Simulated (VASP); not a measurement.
# ZnO in VASP: single point with PBE+D3(BJ)

Aim: the single point of ZnO with PBE+D3(BJ).

Everything below comes from runs of VASP 6.6.1. Logs are shortened: lines on timing, memory, paths and dates and some standing lists are left out, and cuts for length are marked.

### Step 1. The cell of the first run

The cell holds a slab with vacuum, 12 atoms: a = 5.534 Å, b = 6.020 Å, c = 17.393 Å, α = 90.00°, β = 90.00°, γ = 117.36°.

### Step 2. Single point, PBE+D3(BJ)

INCAR

```
SYSTEM = ZnO
  PREC = Accurate
  ENCUT = 520
  EDIFF = 1E-6
  ISMEAR = -1
  SIGMA = 0.02
  LREAL = .FALSE.
  LASPH = .TRUE.
  NELM = 100
  ALGO = Normal
  ISIF = 2
  LWAVE = .FALSE.
  LCHARG = .TRUE.
  GGA = PE
  IVDW = 12
  LELF = .TRUE.
  LVHAR = .TRUE.
  NBANDS = 66
```

KPOINTS

```
Automatic mesh
0
G
  2 2 1
  0 0 0
```

POSCAR

```
ZnO
1.0
    5.5339020000      0.0000000000      0.0000000000
   -2.7669510000      5.3469200000      0.0000000000
    0.0000000000      0.0000000000     17.3926410000
Zn O
6 6
Direct
    0.3333271894      0.0000000000      0.0574955810
    0.6473938664      0.6964757281      0.0744567774
    0.9876607448      0.0215825185      0.2014127699
    0.9708938002      0.3415424207      0.0964200894
    0.5830686394      0.1534341266      0.2631112779
    0.3463358173      0.5496622355      0.2511176997
    0.3003634471      0.6319526007      0.0452950187
    0.6346724551      0.2975170753      0.0367109285
    1.0002281947      0.9761881607      0.0972365266
    0.9454867161      0.3704188580      0.2130728738
    0.6405511267      0.8594106514      0.2723565674
    0.3091237003      0.2183125987      0.2670842226
```

Potentials or basis: VASP PAW PBE potentials, release 64 (Zn, O).

Started as:

```bash
$ cat potpaw_PBE.64/Zn/POTCAR potpaw_PBE.64/O/POTCAR > POTCAR
$ mpirun -np 1 vasp_std > vasp.out
```

OUTCAR:

```text
SYSTEM = ZnO
   PREC = Accurate
   ENCUT = 520
   EDIFF = 1E-6
   ISMEAR = -1
   LREAL = .FALSE.
   LASPH = .TRUE.
   NELM = 100
   ISIF = 2
   GGA = PE
   IVDW = 12
 IVDW          = 12

 ion  position               nearest neighbor table
   1  0.333  0.000  0.057-   8 1.84   9 1.91   7 2.15
   2  0.647  0.696  0.074-   7 1.85   9 1.94   8 2.46   3 2.98
   3  0.988  0.022  0.201-   9 1.84  12 1.98  11 2.11  10 2.23   4 2.69   5 2.90   2 2.98   6 3.00

   4  0.971  0.342  0.096-   8 2.04  10 2.05   7 2.06   9 2.28   3 2.69
   5  0.583  0.153  0.263-  12 1.73  11 1.94  10 2.02   3 2.90
   6  0.346  0.550  0.251-  11 1.86  12 1.93  10 2.08   3 3.00
   7  0.300  0.632  0.045-   2 1.85   4 2.06   1 2.15
   8  0.635  0.298  0.037-   1 1.84   4 2.04   2 2.46
   9  0.000  0.976  0.097-   3 1.84   1 1.91   2 1.94   4 2.28
  10  0.945  0.370  0.213-   5 2.02   4 2.05   6 2.08   3 2.23
  11  0.641  0.859  0.272-   6 1.86   5 1.94   3 2.11
  12  0.309  0.218  0.267-   5 1.73   6 1.93   3 1.98

  LATTYP: Found a base centered orthorhombic cell.
 ALAT       =     5.5339020000
 B/A-ratio  =     1.9324230895
 C/A-ratio  =     3.1429253716

  Lattice vectors:

 A1 = (   2.7669510000,  -5.3469200000,   0.0000000000)
 A2 = (   2.7669510000,   5.3469200000,   0.0000000000)
 A3 = (   0.0000000000,   0.0000000000,  17.3926410000)

Analysis of symmetry for initial positions (statically):
=====================================================================
 Subroutine PRICEL returns:
 Original cell was already a primitive cell.

 Routine SETGRP: Setting up the symmetry group for a
 base centered orthorhombic supercell.

 Subroutine GETGRP returns: Found  1 space group operations
 (whereof  1 operations were pure point group operations)
 out of a pool of  8 trial point group operations.

The static configuration has the point symmetry C_1 .

Analysis of symmetry for dynamics (positions and initial velocities):
=====================================================================
 Subroutine PRICEL returns:
 Original cell was already a primitive cell.

 Routine SETGRP: Setting up the symmetry group for a
 base centered orthorhombic supercell.

 Subroutine GETGRP returns: Found  1 space group operations
 (whereof  1 operations were pure point group operations)
 out of a pool of  8 trial point group operations.

The dynamic configuration has the point symmetry C_1 .

 Subroutine INISYM returns: Found  1 space group operations
 (whereof  1 operations are pure point group operations),
 and found     1 'primitive' translations

----------------------------------------------------------------------------------------

                                     Primitive cell

  volume of cell :     514.6366

  direct lattice vectors                    reciprocal lattice vectors
     5.533902000  0.000000000  0.000000000     0.180704320  0.093511779  0.000000000
    -2.766951000  5.346920000  0.000000000     0.000000000  0.187023557  0.000000000
     0.000000000  0.000000000 17.392641000     0.000000000  0.000000000  0.057495581

  length of vectors
     5.533902000  6.020429497 17.392641000     0.203466224  0.187023557  0.057495581

  position of ions in fractional coordinates (direct lattice)
     0.333327189  0.000000000  0.057495581
     0.647393866  0.696475728  0.074456777
     0.987660745  0.021582518  0.201412770
     0.970893800  0.341542421  0.096420089
     0.583068639  0.153434127  0.263111278
     0.346335817  0.549662236  0.251117700
     0.300363447  0.631952601  0.045295019
     0.634672455  0.297517075  0.036710928
     0.000228195  0.976188161  0.097236527
     0.945486716  0.370418858  0.213072874
     0.640551127  0.859410651  0.272356567
     0.309123700  0.218312599  0.267084223

  ion indices of the primitive-cell ions
   primitive index   ion index
                 1           1
                 2           2
                 3           3
                 4           4
                 5           5
                 6           6
                 7           7
                 8           8
                 9           9
                10          10
                11          11
                12          12

----------------------------------------------------------------------------------------

 KPOINTS: Automatic mesh

Automatic generation of k-mesh.
 Grid dimensions read from file:
 generate k-points for:    2    2    1

 Generating k-lattice:

  Cartesian coordinates                     Fractional coordinates (reciprocal lattice)
     0.090352160  0.046755889  0.000000000     0.500000000 -0.000000000  0.000000000
     0.000000000  0.093511779  0.000000000     0.000000000  0.500000000  0.000000000
     0.000000000  0.000000000  0.057495581     0.000000000  0.000000000  1.000000000

  Length of vectors
     0.101733112  0.093511779  0.057495581

  Shift w.r.t. Gamma in fractional coordinates (k-lattice)
     0.000000000  0.000000000  0.000000000

 Subroutine IBZKPT returns following result:
 ===========================================

 Found      4 irreducible k-points:

 Following reciprocal coordinates:
            Coordinates               Weight
  0.000000  0.000000  0.000000      1.000000
  0.500000  0.000000  0.000000      1.000000
  0.500000  0.500000  0.000000      1.000000
  0.000000  0.500000  0.000000      1.000000
   k-points           NKPTS =      4   k-points in BZ     NKDIM =      4   number of bands    NBANDS=     66
   number of dos      NEDOS =    301   number of ions     NIONS =     12
   total plane-waves  NPLWV = 282240
   dimension x,y,z NGX =    42 NGY =   48 NGZ =  140
   dimension x,y,z NGXF=    84 NGYF=   96 NGZF=  280
   ions per type =               6   6
   NGX,Y,Z   is equivalent  to a cutoff of  12.62, 13.25, 13.38 a.u.
   NGXF,Y,Z  is equivalent  to a cutoff of  25.23, 26.51, 26.76 a.u.
 SYSTEM =  ZnO
   PREC   = accura    normal or accurate (medium, high low for compatibility)
   ISTART =      0    job   : 0-new  1-cont  2-samecut
   ICHARG =      2    charge: 1-file 2-atom 10-const
   ISPIN  =      1    spin polarized calculation?
   LNONCOLLINEAR =      F non collinear calculations
   LSORBIT =      F    spin-orbit coupling
   LASPH  =      T    aspherical Exc in radial PAW
   ENCUT  =  520.0 eV  38.22 Ry    6.18 a.u.  10.29 11.19 32.34*2*pi/ulx,y,z
   NELM   =    100;   NELMIN=  2; NELMDL= -5     # of ELM steps
   EDIFF  = 0.1E-05   stopping-criterion for ELM
   LREAL  =      F    real-space projection
   EDIFFG = 0.1E-04   stopping-criterion for IOM
   NSW    =      0    number of steps for IOM
   IBRION =     -1    ionic relax: 0-MD 1-quasi-New 2-CG
   NFREE  =      0    steps in history (QN), initial steepest desc. (CG)
   ISIF   =      2    stress and relaxation
   ISYM   =      2    0-nonsym 1-usesym 2-fastsym
   POTIM  = 0.5000    time-step for ionic-motion
   TEBEG  =    0.0;   TEEND  =   0.0 temperature during run
   PSTRESS=    0.0 pullay stress
   NELECT =     108.0000    total number of electrons
   NUPDOWN=      -1.0000    fix difference up-down
   EMIN   =  10.00;   EMAX   =-10.00  energy-range for DOS
   EFERMI =   0.00;   METHOD = LEGACY
   ISMEAR =    -1;   SIGMA  =   0.02  broadening in eV -4-tet -1-fermi 0-gaus
   EFERMI_NEDOS =   21; number of points for ismear=-14 and -15
   IALGO  =     38    algorithm
   IMIX   =      4    mixing-type and parameters
     AMIX     =   0.40;   BMIX     =  1.00
     AMIX_MAG =   1.60;   BMIX_MAG =  1.00
  volume/ion in A,a.u.               =      42.89       289.41
  Fermi-wavevector in a.u.,A,eV,Ry     =   0.972857  1.838434 12.877255  0.946452
  Thomas-Fermi vector in A             =   2.103190
   LORBIT       =      0    0 simple, 1 ext, 2 COOP (PROOUT), +10 PAW based schemes
   GGA     = PE    functional components
   LHFCALC =     F    Hartree Fock is set to
   AEXX    =    0.0000 exact exchange contribution
   IVDW    =    12    specifies the selected vdW correction
   LEPSILON=     F    determine dielectric tensor
   LRPA    =     F    only Hartree local field effects (RPA)
 non-spin polarized calculation
  energy-cutoff  :      520.00
  volume of cell :      514.64
 maximum number of plane-waves:     13886
 NGX is ok and might be reduce to    42
   NGX = 21   NGY = 23   NGZ = 65

 number of electron     108.0000027 magnetization

 Free energy of the ion-electron system (eV)
  ---------------------------------------------------
  ext. energy  EPLUGINS =         0.00000000
  ---------------------------------------------------
  free energy    TOTEN  =       -48.60755054 eV

  energy without entropy =      -48.60755054  energy(sigma->0) =      -48.60755054

 E-fermi :  -3.5408     XC(G=0):  -3.9599

 val. band max:       -4.0694841493   @ k =   0.5000   0.0000   0.0000
 cond. band min:      -2.9322774106   @ k =   0.0000   0.0000   0.0000
 fundamental gap:      1.1372067387
 Fermi energy:        -3.5407754390

 k-point     1 :       0.0000    0.0000    0.0000
  band No.  band energies     occupation
      1     -22.4181      2.00000
      2     -21.3488      2.00000
      3     -20.6941      2.00000
      4     -20.6404      2.00000
      5     -20.3914      2.00000
      6     -19.9872      2.00000
[... 58 lines left out ...]
     65       2.9834      0.00000
     66       3.3327      0.00000

 k-point     2 :       0.5000    0.0000    0.0000
  band No.  band energies     occupation
      1     -22.4002      2.00000
      2     -21.2349      2.00000
      3     -20.7525      2.00000
      4     -20.6361      2.00000
      5     -20.4689      2.00000
      6     -20.0127      2.00000
[... 58 lines left out ...]
     65       3.4054      0.00000
     66       3.5340      0.00000

 k-point     3 :       0.5000    0.5000    0.0000
  band No.  band energies     occupation
      1     -22.4013      2.00000
      2     -21.2194      2.00000
      3     -20.8211      2.00000
      4     -20.6300      2.00000
      5     -20.4143      2.00000
      6     -20.0115      2.00000
[... 58 lines left out ...]
     65       3.3117      0.00000
     66       3.4540      0.00000

 k-point     4 :       0.0000    0.5000    0.0000
  band No.  band energies     occupation
      1     -22.4068      2.00000
      2     -21.2850      2.00000
      3     -20.7277      2.00000
      4     -20.6355      2.00000
      5     -20.4306      2.00000
      6     -20.0114      2.00000
[... 58 lines left out ...]
     65       3.2190      0.00000
     66       3.3948      0.00000

------------------------ aborting loop because EDIFF is reached ----------------------------------------

 Edisp (eV)   -1.42676

 E8    (eV) :    -0.5650

  FORCE on cell =-STRESS in cart. coord.  units (eV):
  Direction    XX          YY          ZZ          XY          YZ          ZX
  --------------------------------------------------------------------------------------
  -------------------------------------------------------------------------------------
  Total      -0.93460   -11.34960    -1.51702    -2.17140    -1.10274     0.11649
  in kB      -2.90961   -35.33382    -4.72282    -6.76005    -3.43308     0.36266
  external pressure =      -14.32 kB  Pullay stress =        0.00 kB

 VOLUME and BASIS-vectors are now :
 -----------------------------------------------------------------------------
  energy-cutoff  :      520.00
  volume of cell :      514.64
      direct lattice vectors                 reciprocal lattice vectors
     5.533902000  0.000000000  0.000000000     0.180704320  0.093511779  0.000000000
    -2.766951000  5.346920000  0.000000000     0.000000000  0.187023557  0.000000000
     0.000000000  0.000000000 17.392641000     0.000000000  0.000000000  0.057495581

 POSITION                                       TOTAL-FORCE (eV/Angst)
 -----------------------------------------------------------------------------------
      1.84460      0.00000      1.00000         0.796285     -0.829760     -0.322547
      1.65550      3.72400      1.29500         0.437873     -0.910344     -0.701598
      5.40590      0.11540      3.50310        -0.529842      0.280507      2.969031
      4.42780      1.82620      1.67700        -0.827092      0.892497     -0.788749
      2.80210      0.82040      4.57620         2.597742     -0.513004     -0.292081
      0.39570      2.93900      4.36760        -0.524051     -0.348148      0.048996
     -0.08640      3.37900      0.78780        -0.626617      0.628490      0.932775
      2.68900      1.59080      0.63850         0.683266      0.969048      1.089336
     -2.69980      5.21960      1.69120        -0.785501     -0.737434     -1.215842
      4.20730      1.98060      3.70590         0.590362      0.232868     -0.652830
      1.16680      4.59520      4.73700         0.145052      0.121511     -0.914198
      1.10660      1.16730      4.64530        -1.957477      0.213771     -0.152293
 -----------------------------------------------------------------------------------
    total drift:                               -0.000690      0.000279     -0.002245

  FREE ENERGIE OF THE ION-ELECTRON SYSTEM (eV)
  ---------------------------------------------------
  free  energy   TOTEN  =       -50.0343110664 eV

  energy  without entropy=      -50.0343110664  energy(sigma->0) =      -50.03431107
```

Run time: 12 min. Hardware: 1 thread of AMD EPYC 7R13, shared host; peak memory 0.57 GiB.

Results:

```yaml
Free_energy: -50.0343 eV
Largest_force: 3.029 eV/Å
Band_gap_on_the_k_mesh: 1.14 eV, indirect (least direct gap 1.27 eV)
Dispersion_energy_per_atom: -0.119 eV
```

Forces on the atoms (eV/Å):
```
Zn   0.796 -0.830 -0.323
Zn   0.438 -0.910 -0.702
Zn  -0.530  0.281  2.969
Zn  -0.827  0.892 -0.789
Zn   2.598 -0.513 -0.292
Zn  -0.524 -0.348  0.049
O   -0.627  0.628  0.933
O    0.683  0.969  1.089
O   -0.786 -0.737 -1.216
O    0.590  0.233 -0.653
O    0.145  0.122 -0.914
O   -1.957  0.214 -0.152
```

Caveat: the k points lie up to 0.64 Å⁻¹ apart.
